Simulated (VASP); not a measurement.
# Si2Ni (Fm-3m) in VASP: notebook, part 2 of 2

VASP 6.6.1. The steps go on from the part before.

## (3) Single point, PBE+D4, collinear spin (13.47 Å³/atom)

File INCAR:

```
SYSTEM = Si2Ni
  PREC = Accurate
  ENCUT = 520
  EDIFF = 1E-6
  ISMEAR = 0
  SIGMA = 0.05
  LREAL = .False.
  LASPH = .True.
  NELM = 150
  ALGO = Normal
  ISIF = 2
  LWAVE = .False.
  LCHARG = .True.
  ISPIN = 2
  MAGMOM = 0 0 0.05
  LORBIT = 11
  LMAXMIX = 4
  GGA = PE
  IVDW = 13
  LELF = .True.
  LVHAR = .True.
  NBANDS = 20
```

File KPOINTS:

```
regular mesh
0
Gamma
  8 8 8
  0 0 0
```

File POSCAR:

```
Si2Ni
1.0
    0.0000000000      2.7237363735      2.7237363735
    2.7237363735      0.0000000000      2.7237363735
    2.7237363735      2.7237363735      0.0000000000
Si Ni
2 1
Direct
    0.2500000000      0.2500000000      0.2500000000
    0.7500000000      0.7500000000      0.7500000000
    0.0000000000      0.0000000000      0.0000000000
```

Potentials or basis: VASP PAW PBE potentials, release 64 (Si, Ni).

On the command line:

```console
$ cat potpaw_PBE.64/Si/POTCAR potpaw_PBE.64/Ni/POTCAR > POTCAR
$ mpirun -np 1 vasp_std > vasp.out
```

OUTCAR:

```text
SYSTEM = Si2Ni
   PREC = Accurate
   ENCUT = 520
   EDIFF = 1E-6
   ISMEAR = 0
   LREAL = .False.
   LASPH = .True.
   NELM = 150
   ISIF = 2
   ISPIN = 2
   LORBIT = 11
   GGA = PE
   IVDW = 13

 ion  position               nearest neighbor table
   1  0.250  0.250  0.250-   3 2.36   3 2.36   3 2.36   3 2.36   2 2.72   2 2.72   2 2.72   2 2.72
                             2 2.72   2 2.72
   2  0.750  0.750  0.750-   3 2.36   3 2.36   3 2.36   3 2.36   1 2.72   1 2.72   1 2.72   1 2.72
                             1 2.72   1 2.72
   3  0.000  0.000  0.000-   1 2.36   2 2.36   2 2.36   2 2.36   2 2.36   1 2.36   1 2.36   1 2.36

  LATTYP: Found a face centered cubic cell.
 ALAT       =     5.4474727470

  Lattice vectors:

 A1 = (   0.0000000000,   2.7237363735,   2.7237363735)
 A2 = (   2.7237363735,   0.0000000000,   2.7237363735)
 A3 = (   2.7237363735,   2.7237363735,   0.0000000000)

Analysis of symmetry for initial positions (statically):
=====================================================================
 Subroutine PRICEL returns:
 Original cell was already a primitive cell.

 Routine SETGRP: Setting up the symmetry group for a
 face centered cubic supercell.

 Subroutine GETGRP returns: Found 48 space group operations
 (whereof 48 operations were pure point group operations)
 out of a pool of 48 trial point group operations.

The static configuration has the point symmetry O_h .

Analysis of symmetry for dynamics (positions and initial velocities):
=====================================================================
 Subroutine PRICEL returns:
 Original cell was already a primitive cell.

 Routine SETGRP: Setting up the symmetry group for a
 face centered cubic supercell.

 Subroutine GETGRP returns: Found 48 space group operations
 (whereof 48 operations were pure point group operations)
 out of a pool of 48 trial point group operations.

The dynamic configuration has the point symmetry O_h .

Analysis of structural, dynamic, and magnetic symmetry:
=====================================================================
 Subroutine PRICEL returns:
[... 161 lines left out ...]

 E-fermi :  10.0161     XC(G=0): -11.4814

 val. band max:       10.0146832271   @ k =   0.1250   0.1250   0.0000
 cond. band min:      10.0210598739   @ k =   0.2500   0.0000   0.0000
 fundamental gap:      0.0063766468
 Fermi energy:        10.0160547119

 spin component 1

 k-point     1 :       0.0000    0.0000    0.0000
  band No.  band energies     occupation
      1      -3.5175      1.00000
      2       5.0599      1.00000
      3       5.0599      1.00000
      4       5.0599      1.00000
      5       6.7251      1.00000
      6       6.7251      1.00000
[... 541 lines left out ...]
     19      23.9912      0.00000
     20      24.6461      0.00000

 [... further k-points ...]

 spin component 2

 k-point     1 :       0.0000    0.0000    0.0000
  band No.  band energies     occupation
      1      -3.5175      1.00000
      2       5.0599      1.00000
      3       5.0599      1.00000
      4       5.0599      1.00000
      5       6.7250      1.00000
      6       6.7250      1.00000
[... 541 lines left out ...]
     19      23.9912      0.00000
     20      24.6462      0.00000

 [... further k-points ...]

------------------------ aborting loop because EDIFF is reached ----------------------------------------

  DFT-D4 for vdW energy calculation

  Edisp (eV):   -1.33976

  FORCE on cell =-STRESS in cart. coord.  units (eV):
  Direction    XX          YY          ZZ          XY          YZ          ZX
  --------------------------------------------------------------------------------------
  -------------------------------------------------------------------------------------
  Total      -1.32488    -1.32488    -1.32488     0.00000     0.00000     0.00000
  in kB     -52.52431   -52.52431   -52.52431     0.00000     0.00000     0.00000
  external pressure =      -52.52 kB  Pullay stress =        0.00 kB

 VOLUME and BASIS-vectors are now :
 -----------------------------------------------------------------------------
  energy-cutoff  :      520.00
  volume of cell :       40.41
      direct lattice vectors                 reciprocal lattice vectors
     0.000000000  2.723736373  2.723736373    -0.183571364  0.183571364  0.183571364
     2.723736373  0.000000000  2.723736373     0.183571364 -0.183571364  0.183571364
     2.723736373  2.723736373  0.000000000     0.183571364  0.183571364 -0.183571364

 POSITION                                       TOTAL-FORCE (eV/Angst)
 -----------------------------------------------------------------------------------
      1.36187      1.36187      1.36187         0.000000     -0.000000      0.000000
      4.08560      4.08560      4.08560        -0.000000      0.000000     -0.000000
      0.00000      0.00000      0.00000        -0.000000      0.000000     -0.000000
 -----------------------------------------------------------------------------------
    total drift:                                0.000000     -0.000000     -0.000000

  FREE ENERGIE OF THE ION-ELECTRON SYSTEM (eV)
  ---------------------------------------------------
  free  energy   TOTEN  =       -18.7020753339 eV

  energy  without entropy=      -18.6984573542  energy(sigma->0) =      -18.70026634

 total charge

# of ion       s       p       d       tot
------------------------------------------
    1        0.744   0.829   0.000   1.574
    2        0.744   0.829   0.000   1.574
    3        0.548   0.769   8.433   9.750
--------------------------------------------------
tot          2.037   2.428   8.433  12.898

 magnetization (x)

# of ion       s       p       d       tot
------------------------------------------
    1        0.000  -0.000   0.000   0.000
    2        0.000  -0.000   0.000   0.000
    3       -0.000  -0.000  -0.000  -0.000
--------------------------------------------------
tot          0.000  -0.000  -0.000  -0.000
```

OSZICAR:

```text
N       E                     dE             d eps       ncg     rms          rms(c)
DAV:   1     0.730729372268E+02    0.73073E+02   -0.70814E+03  2336   0.885E+02
DAV:   2    -0.144232961009E+02   -0.87496E+02   -0.77749E+02  2436   0.196E+02
DAV:   3    -0.193007364854E+02   -0.48774E+01   -0.47609E+01  2812   0.486E+01
DAV:   4    -0.193755563359E+02   -0.74820E-01   -0.74631E-01  2664   0.542E+00
DAV:   5    -0.193771578183E+02   -0.16015E-02   -0.16013E-02  2784   0.872E-01    0.162E+01
DAV:   6    -0.243642490410E+02   -0.49871E+01   -0.30732E+01  2636   0.118E+02    0.250E+01
DAV:   7    -0.175270980640E+02    0.68372E+01   -0.94828E+00  2944   0.725E+01    0.371E+00
DAV:   8    -0.174103283406E+02    0.11677E+00   -0.11655E+00  3136   0.164E+01    0.278E+00
DAV:   9    -0.173711040047E+02    0.39224E-01   -0.26907E-01  2736   0.860E+00    0.105E+00
DAV:  10    -0.173620081440E+02    0.90959E-02   -0.21568E-02  2808   0.296E+00    0.281E-01
DAV:  11    -0.173624432293E+02   -0.43509E-03   -0.20533E-03  2944   0.469E-01    0.140E-01
DAV:  12    -0.173623125818E+02    0.13065E-03   -0.23746E-04  3092   0.284E-01    0.363E-02
DAV:  13    -0.173623095180E+02    0.30637E-05   -0.24203E-05  3268   0.554E-02    0.154E-02
DAV:  14    -0.173623107358E+02   -0.12178E-05   -0.71423E-06  2584   0.341E-02    0.458E-03
DAV:  15    -0.173623106387E+02    0.97092E-07   -0.63166E-07  1664   0.879E-03
   1 F= -.18702075E+02 E0= -.18700266E+02  d E =-.361798E-02  mag=    -0.0000
```

stdout:

```text
POSCAR found type information on POSCAR SiNi
 POSCAR found :  2 types and       3 ions
 scaLAPACK will be used
 LDA part: xc-table for (Slater+PW92), standard interpolation
 POSCAR, INCAR and KPOINTS ok, starting setup
 FFT: planning ... GRIDC
 FFT: planning ... GRID_SOFT
 FFT: planning ... GRID
 WAVECAR not read
 entering main loop
```

Run time: 99 s. Hardware: 1 thread of Intel Xeon 8259CL, shared host; peak memory 0.2 GiB.

What came out:

| Quantity | Value |
| --- | --- |
| Free energy | -18.7021 eV |
| Pressure | -5.3 GPa |
| Band gap on the k mesh | zero (filled and empty bands overlap) |
| Net moment | 0.00 μB per cell |
| Valence electrons inside the program's atomic spheres | Si 1.57; Ni 9.75 |
| Dispersion energy per atom | -0.447 eV |

Caveat: the cell stands under tension.

## (4) Single point, revPBE, collinear spin (13.59 Å³/atom)

This run uses another cell than the first one, of 13.59 Å³/atom.

File INCAR:

```
SYSTEM = Si2Ni
PREC = Accurate ; ENCUT = 520
EDIFF = 1E-6 ; ISMEAR = 0
SIGMA = 0.05 ; LREAL = .FALSE.
LASPH = .TRUE. ; NELM = 150
ALGO = Normal ; ISIF = 2
LWAVE = .FALSE. ; LCHARG = .TRUE.
ISPIN = 2 ; MAGMOM = 0 0 0.05
LORBIT = 11 ; LMAXMIX = 4
GGA = RE ; LELF = .TRUE.
LVHAR = .TRUE. ; NBANDS = 20
```

File KPOINTS:

```
regular mesh
0
G
  8 8 8
  0 0 0
```

File POSCAR:

```
Si2Ni
1.0
    0.0000000000      2.7316853116      2.7316853116
    2.7316853116      0.0000000000      2.7316853116
    2.7316853116      2.7316853116      0.0000000000
Si Ni
2 1
Direct
    0.2500000000      0.2500000000      0.2500000000
    0.7500000000      0.7500000000      0.7500000000
    0.0000000000      0.0000000000      0.0000000000
```

On the command line:

```console
$ cat potpaw_PBE.64/Si/POTCAR potpaw_PBE.64/Ni/POTCAR > POTCAR
$ mpirun -np 1 vasp_std > vasp.out
```

Wall time 92 s (1 thread of Intel Xeon 8259CL, shared host); peak memory 0.2 GiB.

Results (log left out):

| Property | Result |
| --- | --- |
| Free energy | -16.4578 eV |
| Pressure | 0.3 GPa |
| Band gap on the k mesh | zero (filled and empty bands overlap) |
| Net moment | 0.00 μB per cell |
| Valence electrons inside the program's atomic spheres | Si 1.57; Ni 9.72 |

Levels at points of the mesh, in eV from the Fermi level:
Spin up:
```tsv
k point	band 7	band 8	band 9	band 10	band 11	band 12
(0.00, 0.00, 0.00)	-0.38	1.75	1.75	1.75	2.42	2.42
(0.50, 0.00, 0.00)	-3.07	-1.28	-1.28	1.87	1.88	1.88
(0.50, 0.50, 0.00)	-3.34	-3.18	-2.87	-0.36	1.58	7.78
```
Spin down:
| k point | band 7 | band 8 | band 9 | band 10 | band 11 | band 12 |
| --- | --- | --- | --- | --- | --- | --- |
| (0.00, 0.00, 0.00) | -0.38 | 1.75 | 1.75 | 1.75 | 2.42 | 2.42 |
| (0.50, 0.00, 0.00) | -3.07 | -1.28 | -1.28 | 1.87 | 1.88 | 1.88 |
| (0.50, 0.50, 0.00) | -3.34 | -3.18 | -2.87 | -0.36 | 1.58 | 7.78 |

Caveat: the PAW data sets were made with another functional, which shifts forces and pressure a little.

## (5) Single point, revPBE, collinear spin (13.62 Å³/atom)

This run uses another cell than the first one, of 13.62 Å³/atom.

File INCAR:

```
ALGO     = Normal         # electronic algorithm
EDIFF    = 1E-7           # SCF threshold, eV
ENCUT    = 520            # plane-wave cutoff, eV
GGA      = RE             # functional
ISIF     = 2              # what is computed and relaxed
ISMEAR   = 0              # smearing method
ISPIN    = 2              # spin polarisation
LASPH    = True           # aspherical terms in the spheres
LCHARG   = False          # write CHGCAR
LMAXMIX  = 4              # l up to which the mixer works
LORBIT   = 11             # projections on sites
LREAL    = False          # projectors in reciprocal space
LWAVE    = False          # write WAVECAR
MAGMOM   = 0 0 0.05       # initial moments
NBANDS   = 20             # bands
NELM     = 150            # most SCF steps
PREC     = Accurate       # precision mode
SIGMA    = 0.05           # smearing width, eV
```

File KPOINTS:

```
k-points
0
Gamma
  8 8 8
```

File POSCAR:

```
Si2Ni
1.0
    0.0000000000      2.7340149114      2.7340149114
    2.7340149114      0.0000000000      2.7340149114
    2.7340149114      2.7340149114      0.0000000000
Si Ni
2 1
Direct
    0.2500000000      0.2500000000      0.2500000000
    0.7500000000      0.7500000000      0.7500000000
    0.0000000000      0.0000000000      0.0000000000
```

On the command line:

```console
$ cat potpaw_PBE.64/Si/POTCAR potpaw_PBE.64/Ni/POTCAR > POTCAR
$ mpirun -np 1 vasp_std > vasp.out
```

Run time: 89 s. Hardware: 1 thread of Intel Xeon 8259CL, shared host; peak memory 0.2 GiB.

The run converged. Its results:

- Free energy: -16.4580 eV
- Pressure: 0.0 GPa
- Band gap on the k mesh: zero (filled and empty bands overlap)
- Net moment: 0.00 μB per cell
- Valence electrons inside the program's atomic spheres: Si 1.57; Ni 9.72

Levels at points of the mesh, in eV from the Fermi level:
Spin up:
| k point | band 6 | band 7 | band 8 | band 9 | band 10 | band 11 | band 12 | band 13 |
| --- | --- | --- | --- | --- | --- | --- | --- | --- |
| (0.00, 0.00, 0.00) | -3.24 | -0.40 | 1.74 | 1.74 | 1.74 | 2.42 | 2.42 | 2.42 |
| (0.50, 0.00, 0.00) | -3.06 | -3.06 | -1.27 | -1.27 | 1.87 | 1.87 | 1.87 | 2.54 |
| (0.50, 0.50, 0.00) | -3.33 | -3.33 | -3.17 | -2.86 | -0.36 | 1.58 | 7.78 | 8.17 |
Spin down:
| k point | band 7 | band 8 | band 9 | band 10 | band 11 | band 12 |
| --- | --- | --- | --- | --- | --- | --- |
| (0.00, 0.00, 0.00) | -0.40 | 1.74 | 1.74 | 1.74 | 2.42 | 2.42 |
| (0.50, 0.00, 0.00) | -3.06 | -1.27 | -1.27 | 1.87 | 1.87 | 1.87 |
| (0.50, 0.50, 0.00) | -3.33 | -3.17 | -2.86 | -0.36 | 1.58 | 7.78 |

Caveat: the PAW data sets were made with another functional, which shifts forces and pressure a little.

## (6) Overview

```tsv
level	cell	gap on the mesh (eV)	pressure (GPa)	moment (μB)
PBE+D3(BJ)	a = 3.850 Å, angles 60.0°, 3 atoms	none	-5.3	0.00
PBE+D4	a = 3.852 Å, angles 60.0°, 3 atoms	none	-5.3	0.00
revPBE	a = 3.863 Å, angles 60.0°, 3 atoms	none	0.3	0.00
revPBE	a = 3.866 Å, angles 60.0°, 3 atoms	none	0.0	0.00
```

Alike in all rows: task single point; potentials or basis VASP PAW PBE potentials, release 64 (Si, Ni); spin collinear; k mesh 8 × 8 × 8; cutoff (eV) 520; smearing gaussian 0.05 eV.

Caveats: the cell stands under tension (at least some runs); the PAW data sets were made with another functional, which shifts forces and pressure a little (at least some runs).

Absolute energies hang on the potentials; compare differences alone.
